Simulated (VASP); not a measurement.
# Ge5H2: single point with LDA

The system is Ge5H2, a slab with vacuum.

```xyz
28
Lattice="7.9505 0.0000 0.0000 0.0000 7.9505 0.0000 0.0000 0.0000 19.3783" Properties=species:S:1:pos:R:3 pbc="T T T"
Ge    3.9752    3.9752    4.9064
Ge    3.9752    0.0000    4.9064
Ge    0.0000    3.9752    4.9064
Ge    0.0000    0.0000    4.9064
Ge    5.9628    3.9752    6.3119
Ge    5.9628    0.0000    6.3119
Ge    1.9876    3.9752    6.3119
Ge    1.9876    0.0000    6.3119
Ge    5.9150    5.9629    7.7551
Ge    5.9150    1.9875    7.7551
Ge    2.0849    5.9621    7.6483
Ge    2.0849    1.9884    7.6483
Ge    0.0170    5.9627    9.1375
Ge    0.0170    1.9877    9.1375
Ge    3.9377    5.9617    9.2307
Ge    3.9377    1.9887    9.2307
Ge    1.2101    0.0000    9.8105
Ge    1.2101    3.9752    9.8105
Ge    3.5062    0.0000   10.6820
Ge    3.5061    3.9752   10.6883
H     4.0473    5.2019    3.9841
H     4.0473    2.7485    3.9841
H     4.0473    1.2267    3.9841
H     4.0473   -1.2267    3.9841
H    -0.0720    2.7485    3.9841
H    -0.0720    5.2019    3.9841
H    -0.0720   -1.2267    3.9841
H    -0.0720    1.2267    3.9841
```

```
Program             : VASP 6.6.1
Task                : single point
Functional          : LDA
Potentials or basis : VASP PAW LDA potentials, release 64 (Ge_d, H)
Cutoff              : 520 eV
k mesh              : 3 × 3 × 1
Occupations         : gaussian, width 0.05 eV
Spin                : no spin polarisation
```

| Item | Value |
| --- | --- |
| Largest force | 0.827 eV/Å |
| Band gap on the k mesh | 0.53 eV |

Forces in eV/Å, atoms in the order of the input:
```
Ge   0.032  0.000  0.207
Ge   0.032  0.000  0.207
Ge  -0.093  0.000  0.235
Ge  -0.093  0.000  0.236
Ge   0.057  0.000  0.167
Ge   0.056  0.000  0.167
Ge  -0.035  0.000 -0.826
Ge  -0.033  0.000 -0.812
Ge   0.002 -0.002  0.008
Ge   0.002  0.002  0.008
Ge  -0.002  0.008 -0.001
Ge  -0.002 -0.008 -0.001
Ge  -0.011  0.000  0.001
Ge  -0.011  0.000  0.001
Ge   0.005 -0.004  0.005
Ge   0.005  0.004  0.005
Ge   0.006  0.000  0.166
Ge   0.007  0.000  0.175
Ge   0.004  0.000  0.026
Ge   0.002  0.000  0.007
H   -0.024 -0.009 -0.005
H   -0.024  0.009 -0.005
H   -0.024 -0.008 -0.005
H   -0.024  0.008 -0.005
H    0.043  0.014  0.009
H    0.043 -0.014  0.009
H    0.043  0.013  0.010
H    0.043 -0.013  0.010
```

Levels at points of the mesh, in eV from the valence-band top:
| k point | band 142 | band 143 | band 144 | band 145 | band 146 | band 147 |
| --- | --- | --- | --- | --- | --- | --- |
| (0.00, 0.00, 0.00) | -0.43 | -0.42 | -0.18 | 0.53 | 0.61 | 0.82 |

Wall time 10 min on 4 MPI ranks on Oxide Virtual Turin-like Processor (shared host), peak memory 0.58 GiB a rank.
